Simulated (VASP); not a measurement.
# PtS2 (P-3m1) in VASP: relaxation of cell and atoms with PBE+D3(BJ)

Aim: the relaxation of cell and atoms of PtS2 with PBE+D3(BJ).

Program: VASP 6.6.1. These are calculated values, not measurements. Logs are shortened: lines on timing, memory, paths and dates and some standing lists are left out, and cuts for length are marked.

## 1. The cell of the first run

It takes space group P-3m1 (No. 164, trigonal). Conventional cell: a = 3.578 Å, b = 3.578 Å, c = 4.758 Å, α = 90.00°, β = 90.00°, γ = 120.00°. Within 3.2 Å of Pt (site symmetry -3m) lie 6 S at 2.39 Å. Within 3.2 Å of S (site symmetry 3m) lie 3 Pt at 2.39 Å and 6 S at 3.12 to 3.18 Å.

## 2. Relaxation of cell and atoms, PBE+D3(BJ)

File INCAR:

```
SYSTEM = PtS2
  PREC = Accurate
  ENCUT = 600
  EDIFF = 1E-6
  ISMEAR = 0
  SIGMA = 0.01
  LREAL = .False.
  LASPH = .True.
  NELM = 100
  ALGO = Normal
  ISIF = 3
  LWAVE = .False.
  LCHARG = .False.
  GGA = PE
  IVDW = 12
  IBRION = 2
  NSW = 100
  EDIFFG = -0.005
```

File KPOINTS:

```
Automatic mesh
0
Gamma
  12 12 8
  0 0 0
```

File POSCAR:

```
PtS2
1.0
    3.5779759542      0.0000000000      0.0000000000
   -1.7889879771      3.0986180705      0.0000000000
    0.0000000000      0.0000000000      4.7577695663
Pt S
1 2
Direct
    0.0000000000      0.0000000000      0.0000000000
    0.3333333333      0.6666666667      0.2546080464
    0.6666666667      0.3333333333      0.7453919536
```

Potentials or basis: VASP PAW PBE potentials, release 64 (Pt, S).

On the command line:

```sh
$ cat potpaw_PBE.64/Pt/POTCAR potpaw_PBE.64/S/POTCAR > POTCAR
$ mpirun -np 1 vasp_std > vasp.out
```

OUTCAR:

```text
SYSTEM = PtS2
   PREC = Accurate
   ENCUT = 600
   EDIFF = 1E-6
   ISMEAR = 0
   LREAL = .False.
   LASPH = .True.
   NELM = 100
   ISIF = 3
   GGA = PE
   IVDW = 12
   IBRION = 2
   NSW = 100
   EDIFFG = -0.005
 IVDW          = 12

 ion  position               nearest neighbor table
   1  0.000  0.000  0.000-   2 2.39   3 2.39   3 2.39   2 2.39   3 2.39   2 2.39
   2  0.333  0.667  0.255-   1 2.39   1 2.39   1 2.39
   3  0.667  0.333  0.745-   1 2.39   1 2.39   1 2.39

  LATTYP: Found a hexagonal cell.
 ALAT       =     3.5779759542
 C/A-ratio  =     1.3297377141

  Lattice vectors:

 A1 = (   3.5779759542,   0.0000000000,   0.0000000000)
 A2 = (  -1.7889879771,   3.0986180705,   0.0000000000)
 A3 = (   0.0000000000,   0.0000000000,   4.7577695663)

Analysis of symmetry for initial positions (statically):
=====================================================================
 Subroutine PRICEL returns:
 Original cell was already a primitive cell.

 Routine SETGRP: Setting up the symmetry group for a
 hexagonal supercell.

 Subroutine GETGRP returns: Found 12 space group operations
 (whereof 12 operations were pure point group operations)
 out of a pool of 24 trial point group operations.

The static configuration has the point symmetry D_3d.

Analysis of symmetry for dynamics (positions and initial velocities):
=====================================================================
 Subroutine PRICEL returns:
 Original cell was already a primitive cell.

 Routine SETGRP: Setting up the symmetry group for a
 hexagonal supercell.

 Subroutine GETGRP returns: Found 12 space group operations
 (whereof 12 operations were pure point group operations)
 out of a pool of 24 trial point group operations.

The dynamic configuration has the point symmetry D_3d.

 Subroutine INISYM returns: Found 12 space group operations
 (whereof 12 operations are pure point group operations),
 and found     1 'primitive' translations

----------------------------------------------------------------------------------------

                                     Primitive cell

  volume of cell :      52.7483

  direct lattice vectors                    reciprocal lattice vectors
     3.577975954  0.000000000  0.000000000     0.279487625  0.161362255  0.000000000
    -1.788987977  3.098618071  0.000000000     0.000000000  0.322724510  0.000000000
     0.000000000  0.000000000  4.757769566     0.000000000  0.000000000  0.210182521

  length of vectors
     3.577975954  3.577975954  4.757769566     0.322724510  0.322724510  0.210182521

  position of ions in fractional coordinates (direct lattice)
     0.000000000  0.000000000  0.000000000
     0.333333333  0.666666667  0.254608046
     0.666666667  0.333333333  0.745391954

  ion indices of the primitive-cell ions
   primitive index   ion index
                 1           1
                 2           2
[... 89 lines left out ...]
   EFERMI_NEDOS =   21; number of points for ismear=-14 and -15
   IALGO  =     38    algorithm
   IMIX   =      4    mixing-type and parameters
     AMIX     =   0.40;   BMIX     =  1.00
     AMIX_MAG =   1.60;   BMIX_MAG =  1.00
  volume/ion in A,a.u.               =      17.58       118.65
  Fermi-wavevector in a.u.,A,eV,Ry     =   1.223149  2.311417 20.355594  1.496094
  Thomas-Fermi vector in A             =   2.358270
   LORBIT       =      0    0 simple, 1 ext, 2 COOP (PROOUT), +10 PAW based schemes
   GGA     = PE    functional components
   LHFCALC =     F    Hartree Fock is set to
   AEXX    =    0.0000 exact exchange contribution
   IVDW    =    12    specifies the selected vdW correction
   LEPSILON=     F    determine dielectric tensor
   LRPA    =     F    only Hartree local field effects (RPA)
 conjugate gradient relaxation of ions
 non-spin polarized calculation
 Gauss-broadening in eV      SIGMA  =   0.01
  energy-cutoff  :      600.00
  volume of cell :       52.75
 maximum number of plane-waves:      1797
 NGX is ok and might be reduce to    30
   NGX = 15   NGY = 15   NGZ = 19

--------------------------------------- Ionic step        1  -------------------------------------------

 number of electron      22.0000004 magnetization

 Free energy of the ion-electron system (eV)
  ---------------------------------------------------
  ext. energy  EPLUGINS =         0.00000000
  ---------------------------------------------------
  free energy    TOTEN  =       -15.34063812 eV

  energy without entropy =      -15.34063812  energy(sigma->0) =      -15.34063812

------------------------ aborting loop because EDIFF is reached ----------------------------------------

 Edisp (eV)   -1.32874

 E8    (eV) :    -0.5332
[... 108 lines left out ...]
  FREE ENERGIE OF THE ION-ELECTRON SYSTEM (eV)
  ---------------------------------------------------
  free  energy   TOTEN  =       -16.6699098721 eV

  energy  without entropy=      -16.6699098721  energy(sigma->0) =      -16.66990987

[... ionic steps 4 to 8 ...]

--------------------------------------- Ionic step        9  -------------------------------------------

 number of electron      22.0000002 magnetization

------------------------ aborting loop because EDIFF is reached ----------------------------------------
[... 77 lines left out ...]
--------------------------------------- Ionic step       11  -------------------------------------------

 number of electron      22.0000002 magnetization

 Free energy of the ion-electron system (eV)
  ---------------------------------------------------
  ext. energy  EPLUGINS =         0.00000000
  ---------------------------------------------------
  free energy    TOTEN  =       -15.31773021 eV

  energy without entropy =      -15.31773021  energy(sigma->0) =      -15.31773021

 E-fermi :   8.0367     XC(G=0): -11.0372

 val. band max:        7.9835094140   @ k =   0.0000   0.0000   0.0000
 cond. band min:       8.0832856528   @ k =   0.0000   0.3333   0.2500
 fundamental gap:      0.0997762388
 Fermi energy:         8.0366593416

 k-point     1 :       0.0000    0.0000    0.0000
  band No.  band energies     occupation
      1      -8.0012      2.00000
      2      -4.5881      2.00000
      3       0.3231      2.00000
      4       0.8669      2.00000
      5       0.8669      2.00000
      6       3.7116      2.00000
      7       3.7116      2.00000
      8       5.4678      2.00000
      9       6.3610      2.00000
     10       6.3610      2.00000
     11       7.9835      2.00000
     12       9.1463      0.00000
     13       9.1463      0.00000
     14      11.6006      0.00000
[... 401 lines left out ...]
      2      -4.9509      2.00000
      3       0.5902      2.00000
      4       1.0560      2.00000
      5       1.5206      2.00000
      6       2.9994      2.00000
      7       3.5236      2.00000
      8       4.6803      2.00000
      9       5.9350      2.00000
     10       6.3651      2.00000
     11       7.6452      2.00000
     12       8.8658      0.00000
     13       9.0231      0.00000
     14      12.8484      0.00000
     15      13.6643      0.00000

 [... further k-points ...]

------------------------ aborting loop because EDIFF is reached ----------------------------------------

 Edisp (eV)   -1.35346

 E8    (eV) :    -0.5433
[... 26 lines left out ...]
  FREE ENERGIE OF THE ION-ELECTRON SYSTEM (eV)
  ---------------------------------------------------
  free  energy   TOTEN  =       -16.6711934588 eV

  energy  without entropy=      -16.6711934588  energy(sigma->0) =      -16.67119346

 reached required accuracy - stopping structural energy minimisation
```

OSZICAR:

```text
N       E                     dE             d eps       ncg     rms          rms(c)
DAV:   1     0.126860153294E+03    0.12686E+03   -0.11564E+04  3938   0.148E+03
DAV:   2    -0.107989397634E+02   -0.13766E+03   -0.13476E+03  4952   0.264E+02
DAV:   3    -0.165869296903E+02   -0.57880E+01   -0.57529E+01  5059   0.569E+01
DAV:   4    -0.166503446596E+02   -0.63415E-01   -0.63397E-01  4952   0.663E+00
[... 89 lines left out ...]
DAV:   1    -0.153180547810E+02   -0.26176E-02   -0.92455E-03  3930   0.833E-01    0.115E-01
DAV:   2    -0.153177860340E+02    0.26875E-03   -0.12838E-03  4238   0.401E-01    0.778E-02
DAV:   3    -0.153177428768E+02    0.43157E-04   -0.87609E-05  4679   0.998E-02    0.298E-02
DAV:   4    -0.153177307951E+02    0.12082E-04   -0.70992E-05  4063   0.524E-02    0.134E-02
DAV:   5    -0.153177302111E+02    0.58396E-06   -0.13508E-06  3420   0.992E-03
  11 F= -.16671193E+02 E0= -.16671193E+02  d E =-.802069E-04
```

It took 12 min on 1 thread of Intel Xeon Platinum 8488C (Sapphire Rapids), shared host; peak memory 0.3 GiB.

Results:

```
Free energy                           : -16.6712 eV
Relaxed volume                        : 17.29 Å³/atom
Relaxed cell                          : a = 3.579 Å, b = 3.579 Å, c = 4.676 Å, α = 90.00°, β = 90.00°, γ = 120.00°
Space group after relaxing (to 0.1 Å) : P-3m1 (No. 164)
Energy gained by relaxing             : 0.6 meV/atom
Ionic steps                           : 11
Pressure after relaxing               : 0.0 GPa
Band gap on the k mesh                : 0.10 eV (least direct gap 0.70 eV)
Dispersion energy per atom            : -0.451 eV
```

The path:
| step | energy change (eV) | largest force (eV/Å) | pressure (GPa) | volume (Å³) |
| --- | --- | --- | --- | --- |
| 1 | 0.0000 | 0.0326 | -0.68 | 52.75 |
| 2 | 0.0005 | 0.1193 | 1.00 | 52.18 |
| 3 | -0.0005 | 0.0298 | 0.01 | 52.51 |
| 4 | -0.0008 | 0.0320 | 0.02 | 52.46 |
| 5 | -0.0013 | 0.0392 | -0.01 | 52.28 |
| 6 | -0.0013 | 0.0536 | -0.03 | 51.94 |
| 7 | -0.0015 | 0.0480 | 0.00 | 52.09 |
| 8 | -0.0017 | 0.0114 | -0.16 | 52.02 |
| 9 | -0.0017 | 0.0075 | -0.23 | 51.98 |
| 10 | -0.0018 | 0.0052 | 0.17 | 51.78 |
| 11 | -0.0018 | 0.0007 | 0.00 | 51.86 |

Final structure:
```
Pt S
1.0
     3.57878    0.00000    0.00000
    -1.78939    3.09931    0.00000
     0.00000    0.00000    4.67556
Pt S
1 2
Cartesian
  0.0000 0.0000 0.0000
  0.0000 2.0662 1.2056
  1.7894 1.0331 3.4700
```

Levels at points of the mesh, in eV from the valence-band top:
```
           k point  band 9  band 10  band 11  band 12  band 13  band 14
(0.00, 0.00, 0.00)   -1.62    -1.62     0.00     1.16     1.16     3.62
(0.50, 0.00, 0.00)   -3.62    -3.53    -2.99     0.75     2.27     5.22
(0.00, 0.00, 0.50)   -2.14    -2.14    -1.56     2.23     2.23     5.26
(0.50, 0.00, 0.50)   -3.28    -3.22    -1.58     0.77     1.62     4.85
```

Caveat: spin-orbit coupling is left out, which moves the levels of the heavy elements. A k mesh can miss the band edges.
